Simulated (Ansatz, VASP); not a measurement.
TiNi3C in VASP and in Ansatz

```xyz
5
Lattice="3.7285 0.0000 0.0000 0.0000 3.7285 0.0000 0.0000 0.0000 3.9561" Properties=species:S:1:pos:R:3 pbc="T T T"
Ti    0.0000    0.0000   -0.1593
Ni    1.8642    1.8642    4.1060
Ni    0.0000    1.8642    1.7742
Ni    1.8642    0.0000    1.7742
C     1.8642    1.8642    2.2369
```

Alike in both runs: functional PBE; k mesh 6 × 6 × 6; occupations gaussian, width 0.1 eV; no spin polarisation.

Ansatz relaxed the structure, and its values are those at the end. VASP's run is a single point on that final structure, the one shown.

|  | VASP | Ansatz |
| --- | --- | --- |
| version | VASP 6.6.1 | Ansatz 0.2.0 |
| potentials or method | VASP PAW PBE potentials, release 64 (Ti_sv, Ni, C), cutoff 520 eV | scalar-relativistic, plane waves, PAW |
| valence electrons in the cell | 46 | 70 |

VASP gave:

```
gap on the k mesh at the Fermi level (eV) : none
pressure (GPa)                            : 0.0
rms of the force components (eV/Å)        : 0.007
```

Problem. Estimate Ansatz's values.

Solution. gap on the k mesh at the Fermi level (eV): none; pressure (GPa): 0.0; rms of the force components (eV/Å): 0.003.

A gap of «none» marks a metal or a gap that the smearing closes. VASP's potentials hold 46 valence electrons a cell and Ansatz's 70, so a difference there can come from the potentials and not from the codes.
